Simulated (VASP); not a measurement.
Co2W:

```xyz
6
Lattice="2.6220 0.0000 0.0000 -1.3110 2.2707 0.0000 0.0000 0.0000 12.8498" Properties=species:S:1:pos:R:3 pbc="T T T"
Co    1.3110    0.7569    9.6796
Co    1.3110    0.7569    5.3963
Co    0.0000    1.5138    3.1702
Co    0.0000    1.5138    7.4535
W     1.3110    0.7569    1.1131
W     0.0000    1.5138   11.7368
```

| Quantity | Value |
| --- | --- |
| Program | VASP 6.6.1 |
| Task | relaxation of cell and atoms |
| Functional | PBE |
| Potentials or basis | VASP PAW PBE potentials, release 64 (Co, W_sv) |
| Cutoff | 600 eV |
| k mesh | 6 × 6 × 2 |
| Occupations | gaussian, width 0.1 eV |
| Spin | collinear spin, ferromagnetic start |
| Starting moments | [3.0, 3.0, 3.0, 3.0, 0.0, 0.0] μB |

At the start: pressure 13.9 GPa; volume 12.75 Å³/atom.

How do energy, volume and symmetry change on relaxing?

Over 14 steps the energy falls by 166.9 meV/atom and the volume is 12.90 Å³/atom (+1.2 %); space group P-3m1 (No. 164, to 0.1 Å) before and after; moment 4.40 μB per cell.

The path:
| step | energy change (eV) | largest force (eV/Å) | pressure (GPa) | volume (Å³) |
| --- | --- | --- | --- | --- |
| 1 | 0.0000 | 3.6101 | 13.87 | 76.51 |
| 2 | 0.0868 | 0.8442 | -19.54 | 89.39 |
| 3 | -0.5105 | 0.9585 | -5.45 | 82.03 |
| 4 | -0.5111 | 0.9696 | -5.02 | 81.85 |
| 5 | -0.7265 | 1.1875 | 0.21 | 79.06 |
| 6 | -0.7713 | 1.4028 | 5.01 | 77.16 |
| 7 | -0.8856 | 1.0093 | 2.67 | 77.38 |
| 8 | -0.9529 | 0.6610 | -0.43 | 77.74 |
| 9 | -0.9544 | 0.6601 | -0.10 | 77.69 |
| 10 | -0.9890 | 0.2921 | -0.29 | 77.65 |
| 11 | -1.0007 | 0.0954 | -0.25 | 77.61 |
| 12 | -1.0007 | 0.0907 | -0.22 | 77.61 |
| 13 | -1.0013 | 0.0519 | 0.14 | 77.49 |
| 14 | -1.0014 | 0.0345 | 0.33 | 77.42 |

Final structure:
```cif
data_structure
_symmetry_space_group_name_H-M 'P 1'
_symmetry_Int_Tables_number 1
_cell_length_a 2.6741
_cell_length_b 2.6741
_cell_length_c 12.5016
_cell_angle_alpha 90.000
_cell_angle_beta 90.000
_cell_angle_gamma 120.000
_cell_volume 77.42
loop_
_atom_site_label
_atom_site_type_symbol
_atom_site_fract_x
_atom_site_fract_y
_atom_site_fract_z
_atom_site_occupancy
Co1 Co 0.66667 0.33333 0.73202 1
Co2 Co 0.66667 0.33333 0.42425 1
Co3 Co 0.33333 0.66667 0.26798 1
Co4 Co 0.33333 0.66667 0.57575 1
W1 W 0.66667 0.33333 0.10068 1
W2 W 0.33333 0.66667 0.89932 1
```

Caveat: the k points lie up to 0.45 Å⁻¹ apart in the final cell.
